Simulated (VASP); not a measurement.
# SnO2 in VASP: settings compared

SnO2 is run at these levels: PBE, r2SCAN; tasks: single point.

All numbers are computed with VASP 6.6.1; they aren't measurements. Logs are shortened: lines on timing, memory, paths and dates and some standing lists are left out, and cuts for length are marked.

## 1. The cell of the first run

It takes space group Fm-3m (No. 225, cubic). Conventional cell: a = 5.306 Å, b = 5.306 Å, c = 5.306 Å, α = 90.00°, β = 90.00°, γ = 90.00°. Sn (site symmetry m-3m) has 8 O at 2.30 Å within 3.0 Å. Within 3.0 Å of O (site symmetry -43m) lie 4 Sn at 2.30 Å and 6 O at 2.65 Å.

## 2. Single point, PBE (strained)

Contents of INCAR:

```
SYSTEM = SnO2
PREC = Accurate
ENCUT = 520
EDIFF = 1E-6
ISMEAR = 0
SIGMA = 0.1
LREAL = .False.
LASPH = .True.
NELM = 80
ALGO = Normal
ISIF = 2
LWAVE = .False.
LCHARG = .False.
GGA = PE
NBANDS = 20
```

Contents of KPOINTS:

```
Automatic mesh
0
Gamma
  14 14 14
  0 0 0
```

Contents of POSCAR:

```
SnO2
1.0
    0.0000000000      2.6529962145      2.6529962145
    2.6529962145      0.0000000000      2.6529962145
    2.6529962145      2.6529962145      0.0000000000
Sn O
1 2
Direct
    0.0000000000      0.0000000000      0.0000000000
    0.2500000000      0.2500000000      0.2500000000
    0.7500000000      0.7500000000      0.7500000000
```

Potentials or basis: VASP PAW PBE potentials, release 64 (Sn_d, O).

The run is started by

```
$ cat potpaw_PBE.64/Sn_d/POTCAR potpaw_PBE.64/O/POTCAR > POTCAR
$ mpirun -np 1 vasp_std > vasp.out
```

OUTCAR:

```text
SYSTEM = SnO2
   PREC = Accurate
   ENCUT = 520
   EDIFF = 1E-6
   ISMEAR = 0
   LREAL = .False.
   LASPH = .True.
   NELM = 80
   ISIF = 2
   GGA = PE

 ion  position               nearest neighbor table
   1  0.000  0.000  0.000-   3 2.30   3 2.30   3 2.30   2 2.30   3 2.30   2 2.30   2 2.30   2 2.30

   2  0.250  0.250  0.250-   1 2.30   1 2.30   1 2.30   1 2.30
   3  0.750  0.750  0.750-   1 2.30   1 2.30   1 2.30   1 2.30

  LATTYP: Found a face centered cubic cell.
 ALAT       =     5.3059924290

  Lattice vectors:

 A1 = (   0.0000000000,   2.6529962145,   2.6529962145)
 A2 = (   2.6529962145,   0.0000000000,   2.6529962145)
 A3 = (   2.6529962145,   2.6529962145,   0.0000000000)

Analysis of symmetry for initial positions (statically):
=====================================================================
 Subroutine PRICEL returns:
 Original cell was already a primitive cell.

 Routine SETGRP: Setting up the symmetry group for a
 face centered cubic supercell.

 Subroutine GETGRP returns: Found 48 space group operations
 (whereof 48 operations were pure point group operations)
 out of a pool of 48 trial point group operations.

The static configuration has the point symmetry O_h .

Analysis of symmetry for dynamics (positions and initial velocities):
=====================================================================
 Subroutine PRICEL returns:
 Original cell was already a primitive cell.

 Routine SETGRP: Setting up the symmetry group for a
 face centered cubic supercell.

 Subroutine GETGRP returns: Found 48 space group operations
 (whereof 48 operations were pure point group operations)
 out of a pool of 48 trial point group operations.

The dynamic configuration has the point symmetry O_h .

 Subroutine INISYM returns: Found 48 space group operations
 (whereof 48 operations are pure point group operations),
 and found     1 'primitive' translations

----------------------------------------------------------------------------------------

                                     Primitive cell

  volume of cell :      37.3456

  direct lattice vectors                    reciprocal lattice vectors
     0.000000000  2.652996214  2.652996214    -0.188466157  0.188466157  0.188466157
     2.652996214  0.000000000  2.652996214     0.188466157 -0.188466157  0.188466157
     2.652996214  2.652996214  0.000000000     0.188466157  0.188466157 -0.188466157

  length of vectors
     3.751903227  3.751903227  3.751903227     0.326432959  0.326432959  0.326432959

  position of ions in fractional coordinates (direct lattice)
     0.000000000  0.000000000  0.000000000
     0.250000000  0.250000000  0.250000000
     0.750000000  0.750000000  0.750000000

  ion indices of the primitive-cell ions
   primitive index   ion index
                 1           1
                 2           2
                 3           3

----------------------------------------------------------------------------------------

 KPOINTS: Automatic mesh

Automatic generation of k-mesh.
 Grid dimensions read from file:
 generate k-points for:   14   14   14

 Generating k-lattice:

  Cartesian coordinates                     Fractional coordinates (reciprocal lattice)
    -0.013461868  0.013461868  0.013461868     0.071428571  0.000000000  0.000000000
     0.013461868 -0.013461868  0.013461868     0.000000000  0.071428571  0.000000000
     0.013461868  0.013461868 -0.013461868     0.000000000  0.000000000  0.071428571

  Length of vectors
     0.023316640  0.023316640  0.023316640

  Shift w.r.t. Gamma in fractional coordinates (k-lattice)
     0.000000000  0.000000000  0.000000000

 Subroutine IBZKPT returns following result:
 ===========================================

 Found    104 irreducible k-points:

 Following reciprocal coordinates:
            Coordinates               Weight
  0.000000  0.000000  0.000000      1.000000
  0.071429  0.000000  0.000000      8.000000
  0.142857  0.000000  0.000000      8.000000
  0.214286  0.000000  0.000000      8.000000
  0.285714  0.000000  0.000000      8.000000
  0.357143  0.000000  0.000000      8.000000
[... 16 lines left out ...]
  0.214286  0.142857  0.000000     24.000000
  0.285714  0.142857  0.000000     24.000000
 [... further k-points ...]
   k-points           NKPTS =    104   k-points in BZ     NKDIM =    104   number of bands    NBANDS=     20
   number of dos      NEDOS =    301   number of ions     NIONS =      3
   total plane-waves  NPLWV =  21952
   dimension x,y,z NGX =    28 NGY =   28 NGZ =   28
   dimension x,y,z NGXF=    56 NGYF=   56 NGZF=   56
   ions per type =               1   2
   NGX,Y,Z   is equivalent  to a cutoff of  12.41, 12.41, 12.41 a.u.
   NGXF,Y,Z  is equivalent  to a cutoff of  24.81, 24.81, 24.81 a.u.
 SYSTEM =  SnO2
   PREC   = accura    normal or accurate (medium, high low for compatibility)
   ISTART =      0    job   : 0-new  1-cont  2-samecut
   ICHARG =      2    charge: 1-file 2-atom 10-const
[... 83 lines left out ...]
     20      20.7747      0.00000

 k-point     3 :       0.1429    0.0000    0.0000
  band No.  band energies     occupation
      1     -14.4999      2.00000
      2     -14.4488      2.00000
      3     -14.4488      2.00000
      4     -14.3827      2.00000
      5     -14.3827      2.00000
      6     -12.2535      2.00000
[... 12 lines left out ...]
     19      20.7696      0.00000
     20      20.7696      0.00000

 k-point     4 :       0.2143    0.0000    0.0000
  band No.  band energies     occupation
      1     -14.5483      2.00000
      2     -14.4415      2.00000
      3     -14.4415      2.00000
      4     -14.3803      2.00000
      5     -14.3803      2.00000
      6     -12.0395      2.00000
[... 12 lines left out ...]
     19      20.7684      0.00000
     20      20.7826      0.00000

 k-point     5 :       0.2857    0.0000    0.0000
  band No.  band energies     occupation
      1     -14.6044      2.00000
      2     -14.4365      2.00000
      3     -14.4365      2.00000
      4     -14.3744      2.00000
      5     -14.3744      2.00000
      6     -11.7452      2.00000
[... 12 lines left out ...]
     19      20.7671      0.00000
     20      21.1673      0.00000

 k-point     6 :       0.3571    0.0000    0.0000
  band No.  band energies     occupation
      1     -14.6564      2.00000
      2     -14.4347      2.00000
      3     -14.4347      2.00000
      4     -14.3664      2.00000
      5     -14.3664      2.00000
      6     -11.3895      2.00000
[... 12 lines left out ...]
     19      20.7532      0.00000
     20      20.9859      0.00000

 k-point     7 :       0.4286    0.0000    0.0000
  band No.  band energies     occupation
      1     -14.6928      2.00000
      2     -14.4347      2.00000
      3     -14.4347      2.00000
      4     -14.3596      2.00000
      5     -14.3596      2.00000
      6     -11.0089      2.00000
[... 12 lines left out ...]
     19      20.7251      0.00000
     20      20.7251      0.00000
[... 277 lines left out ...]
 k-point    20 :      -0.1429    0.0714    0.0000
  band No.  band energies     occupation
      1     -14.5195      2.00000
      2     -14.4468      2.00000
      3     -14.4454      2.00000
      4     -14.3857      2.00000
      5     -14.3792      2.00000
      6     -12.1556      2.00000
[... 12 lines left out ...]
     19      20.6566      0.00000
     20      21.1172      0.00000

 k-point    21 :      -0.0714    0.0714    0.0000
  band No.  band energies     occupation
      1     -14.4856      2.00000
      2     -14.4522      2.00000
      3     -14.4507      2.00000
      4     -14.3847      2.00000
      5     -14.3815      2.00000
      6     -12.3110      2.00000
[... 12 lines left out ...]
     19      20.7065      0.00000
     20      20.8590      0.00000

 k-point    22 :       0.1429    0.1429    0.0000
  band No.  band energies     occupation
      1     -14.5210      2.00000
      2     -14.4398      2.00000
      3     -14.4398      2.00000
      4     -14.3898      2.00000
      5     -14.3778      2.00000
      6     -12.2079      2.00000
[... 12 lines left out ...]
     19      21.0484      0.00000
     20      21.0977      0.00000

 k-point    23 :       0.2143    0.1429    0.0000
  band No.  band energies     occupation
      1     -14.5538      2.00000
      2     -14.4353      2.00000
      3     -14.4311      2.00000
      4     -14.3924      2.00000
      5     -14.3748      2.00000
      6     -12.0624      2.00000
[... 12 lines left out ...]
     19      21.1723      0.00000
     20      21.8518      0.00000

 k-point    24 :       0.2857    0.1429    0.0000
  band No.  band energies     occupation
      1     -14.5909      2.00000
      2     -14.4390      2.00000
      3     -14.4240      2.00000
      4     -14.3927      2.00000
      5     -14.3698      2.00000
      6     -11.8336      2.00000
[... 12 lines left out ...]
     19      21.2670      0.00000
     20      22.6694      0.00000

 [... further k-points ...]

------------------------ aborting loop because EDIFF is reached ----------------------------------------

  FORCE on cell =-STRESS in cart. coord.  units (eV):
  Direction    XX          YY          ZZ          XY          YZ          ZX
  --------------------------------------------------------------------------------------
  -------------------------------------------------------------------------------------
  Total       -3.1225786     -3.1225786     -3.1225786     -0.0000000     -0.0000000     -0.0000000
  in kB     -133.9627561   -133.9627561   -133.9627561     -0.0000000     -0.0000000     -0.0000000
  external PRESSURE =    -133.9627561 kB  Pullay stress =       0.0000000 kB

 VOLUME and BASIS-vectors are now :
 -----------------------------------------------------------------------------
  energy-cutoff  :      520.00
  volume of cell :       37.35
      direct lattice vectors                 reciprocal lattice vectors
     0.000000000  2.652996214  2.652996214    -0.188466157  0.188466157  0.188466157
     2.652996214  0.000000000  2.652996214     0.188466157 -0.188466157  0.188466157
     2.652996214  2.652996214  0.000000000     0.188466157  0.188466157 -0.188466157

 POSITION                                       TOTAL-FORCE (eV/Angst)
 -----------------------------------------------------------------------------------
      0.00000      0.00000      0.00000         0.000000      0.000000     -0.000000
      1.32650      1.32650      1.32650        -0.000000     -0.000000      0.000000
      3.97949      3.97949      3.97949        -0.000000     -0.000000     -0.000000
 -----------------------------------------------------------------------------------
    total drift:                                0.000000     -0.000000      0.000000

  FREE ENERGIE OF THE ION-ELECTRON SYSTEM (eV)
  ---------------------------------------------------
  free  energy   TOTEN  =       -17.7726300932 eV

  energy  without entropy=      -17.7711752754  energy(sigma->0) =      -17.77190268
```

Wall time 58 s (1 thread of Intel Xeon Platinum 8488C (Sapphire Rapids), shared host); peak memory 0.2 GiB.

What came out:

```
Free energy            : -17.7726 eV
Pressure               : -13.4 GPa
Band gap on the k mesh : zero (bands 13 and 14 overlap by 0.98 eV)
```

Levels at points of the mesh, in eV from the Fermi level:
```tsv
k point	band 9	band 10	band 11	band 12	band 13	band 14	band 15	band 16	band 17	band 18
(0.00, 0.00, 0.00)	-2.57	-2.57	-1.20	-1.20	-1.20	-1.04	6.62	6.62	6.62	12.60
(0.50, 0.00, 0.00)	-3.40	-2.91	-2.91	-1.85	-1.85	3.68	7.33	9.21	9.21	14.36
(0.50, 0.50, 0.00)	-4.74	-4.74	-0.22	-0.22	-0.10	2.55	6.10	9.39	10.71	10.71
```

Caveat: the cell differs from its parent crystal (strained); the cell stands under tension; spin-orbit coupling is left out, which moves the levels of the heavy elements.

## 3. Single point, r2SCAN (strained)

Contents of POSCAR:

```
SnO2
1.0
    0.0000000000      2.4974918130      2.4974918130
    2.4974918130      0.0000000000      2.4974918130
    2.4974918130      2.4974918130      0.0000000000
Sn O
1 2
Direct
    0.0000000000      0.0000000000      0.0000000000
    0.2500000000      0.2500000000      0.2500000000
    0.7500000000      0.7500000000      0.7500000000
```

Contents of INCAR.step1:

```
ALGO     = Normal         # electronic algorithm
EDIFF    = 1E-4           # SCF threshold, eV
ENCUT    = 520            # plane-wave cutoff, eV
GGA      = PE             # functional
ISMEAR   = 0              # smearing method
LASPH    = T              # aspherical terms in the spheres
LCHARG   = F              # write CHGCAR
LREAL    = F              # projectors in reciprocal space
LWAVE    = T              # write WAVECAR
NBANDS   = 20             # bands
NELM     = 60             # most SCF steps
PREC     = Accurate       # precision mode
SIGMA    = 0.1            # smearing width, eV
```

Contents of INCAR.step2:

```
ALGO     = Normal         # electronic algorithm
EDIFF    = 1E-6           # SCF threshold, eV
ENCUT    = 520            # plane-wave cutoff, eV
ISIF     = 2              # what is computed and relaxed
ISMEAR   = 0              # smearing method
ISTART   = 1            
LASPH    = T              # aspherical terms in the spheres
LCHARG   = T              # write CHGCAR
LELF     = T              # ELF
LMIXTAU  = T            
LREAL    = F              # projectors in reciprocal space
LVHAR    = T            
LWAVE    = F              # write WAVECAR
METAGGA  = R2SCAN         # meta-GGA
NBANDS   = 20             # bands
NELM     = 60             # most SCF steps
PREC     = Accurate       # precision mode
SIGMA    = 0.1            # smearing width, eV
```

Contents of KPOINTS:

```
k-points
0
Gamma
  14 14 14
```

Potentials or basis: VASP PAW PBE potentials, release 64 (Sn_d, O).

The run is started by

```
$ cat potpaw_PBE.64/Sn_d/POTCAR potpaw_PBE.64/O/POTCAR > POTCAR
$ cp INCAR.step1 INCAR
$ mpirun -np 1 vasp_std > vasp.out
$ cp INCAR.step2 INCAR
$ mpirun -np 1 vasp_std > vasp.out
```

Run time: 2.9 min. Hardware: 1 thread of Intel Xeon Platinum 8488C (Sapphire Rapids), shared host; peak memory 0.21 GiB.

Results (log left out):

```yaml
Free_energy: -41.4216 eV
Pressure: 12.4 GPa
Band_gap_on_the_k_mesh: 1.33 eV (least direct gap 2.85 eV)
```

Levels at points of the mesh, in eV from the valence-band top:
```csv
k point,band 11,band 12,band 13,band 14,band 15,band 16
"(0.00, 0.00, 0.00)",-1.53,-1.53,-1.53,1.33,8.05,8.05
"(0.50, 0.00, 0.00)",-3.67,-2.32,-2.32,5.99,8.81,11.83
"(0.50, 0.50, 0.00)",-0.22,-0.22,-0.16,4.09,8.51,10.71
```

Caveat: the cell differs from its parent crystal (strained); the cell stands under pressure; the PAW data sets were made with another functional, which shifts forces and pressure a little; spin-orbit coupling is left out, which moves the levels of the heavy elements. A k mesh can miss the band edges.

## 4. Single point, PBE (strained and its atoms moved)

Contents of INCAR:

```
  PREC = Accurate
  ENCUT = 520
  EDIFF = 1E-6
  ISMEAR = 0
  SIGMA = 0.1
  LREAL = F
  LASPH = T
  NELM = 60
  ALGO = Normal
  ISIF = 2
  LWAVE = F
  LCHARG = T
  GGA = PE
  LELF = T
  LVHAR = T
  NBANDS = 20
```

Contents of KPOINTS:

```
Automatic mesh
0
Gamma
  12 12 12
```

Contents of POSCAR:

```
SnO2
1.0
   -0.0514830000      2.4871179885      2.4871179885
    2.4871179885     -0.0514830000      2.4871179885
    2.4871179885      2.4871179885     -0.0514830000
Sn O
1 2
Direct
    0.0000000000      0.0000000000      0.0000000000
    0.2458795712      0.2458795712      0.2458795712
    0.7541204288      0.7541204288      0.7541204288
```

The run is started by

```
$ cat potpaw_PBE.64/Sn_d/POTCAR potpaw_PBE.64/O/POTCAR > POTCAR
$ mpirun -np 1 vasp_std > vasp.out
```

Run time: 81 s. Hardware: 1 thread of Intel Xeon Platinum 8488C (Sapphire Rapids), shared host; peak memory 0.24 GiB.

Results (log left out):

```
Free energy            : -17.7576 eV
Pressure               : 17.2 GPa
Largest force          : 0.889 eV/Å
Band gap on the k mesh : 0.57 eV (least direct gap 1.85 eV)
```

Forces in eV/Å, atoms in the order of the input:
```
Sn   0.000  0.000  0.000
O    0.513  0.513  0.513
O   -0.513 -0.513 -0.513
```

Stress tensor (GPa, compression positive):
```
17.21  2.23  2.23
 2.23 17.21  2.23
 2.23  2.23 17.21
```

Levels at points of the mesh, in eV from the valence-band top:
| k point | band 11 | band 12 | band 13 | band 14 | band 15 | band 16 |
| --- | --- | --- | --- | --- | --- | --- |
| (0.00, 0.00, 0.00) | -1.80 | -1.28 | -1.28 | 0.57 | 6.88 | 6.88 |
| (0.50, 0.00, 0.00) | -3.20 | -2.38 | -2.05 | 5.06 | 8.13 | 10.05 |
| (0.50, 0.50, 0.00) | -0.28 | -0.15 | -0.15 | 3.49 | 7.45 | 10.05 |
| (0.50, 0.50, 0.50) | -3.70 | -2.11 | -2.11 | 5.52 | 8.21 | 10.63 |

Caveat: the cell differs from its parent crystal (strained and its atoms moved); the cell stands under pressure; spin-orbit coupling is left out, which moves the levels of the heavy elements.

## 5. Summary

```tsv
level	cell	k mesh	gap on the mesh (eV)	pressure (GPa)
PBE	a = 3.752 Å, angles 60.0°, 3 atoms, strained	14 × 14 × 14	none	-13.4
r2SCAN	a = 3.532 Å, angles 60.0°, 3 atoms, strained	14 × 14 × 14	1.33	12.4
PBE	a = 3.518 Å, angles 61.4°, 3 atoms, strained and its atoms moved	12 × 12 × 12	0.57	17.2
```

Alike in all rows: task single point; potentials or basis VASP PAW PBE potentials, release 64 (Sn_d, O); no spin polarisation; cutoff (eV) 520; smearing gaussian 0.1 eV.

Caveats: spin-orbit coupling is left out, which moves the levels of the heavy elements; the cell stands under pressure (at least some runs); the cell stands under tension (at least some runs); the PAW data sets were made with another functional, which shifts forces and pressure a little (at least some runs).

Total energies depend on the potentials used, so only differences within one code and one set of settings carry meaning.
